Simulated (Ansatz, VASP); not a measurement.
# SrTiO3 in VASP and in Ansatz

```
CELL_PARAMETERS angstrom
3.90685 0.00000 0.00000
0.00000 3.90685 0.00000
0.00000 0.00000 3.86778
ATOMIC_POSITIONS crystal
Sr 0.00000 0.00000 0.00000
Ti 0.50000 0.50000 0.50000
O 0.50000 0.50000 0.00000
O 0.50000 0.00000 0.50000
O 0.00000 0.50000 0.50000
```

Change from the starting cell: uniaxial_z strain -1.0%.

Alike in both runs: task single point; functional PBE; k mesh 6 × 6 × 6; occupations fermi-dirac, width 0.02 eV; no spin polarisation.

```csv
,VASP,Ansatz
version,VASP 6.6.1,Ansatz 0.2.0
potentials or method,"VASP PAW PBE potentials, release 64 (Sr_sv, Ti_sv, O)","plane waves, PAW"
plane-wave cutoff (eV),520,420
valence electrons in the cell,40,40
```

|  | VASP | Ansatz | Ansatz less VASP |
| --- | --- | --- | --- |
| gap on the k mesh at the Fermi level (eV) | 1.85 | 1.88 | +0.032 |
| pressure (GPa) | 6.7 | 6.0 | -0.66 |
| traceless stress, the component that is largest in VASP (GPa) | 1.72 | 1.70 | -0.025 |

With one functional, cell and mesh, what is left measures potentials, basis and numerics.
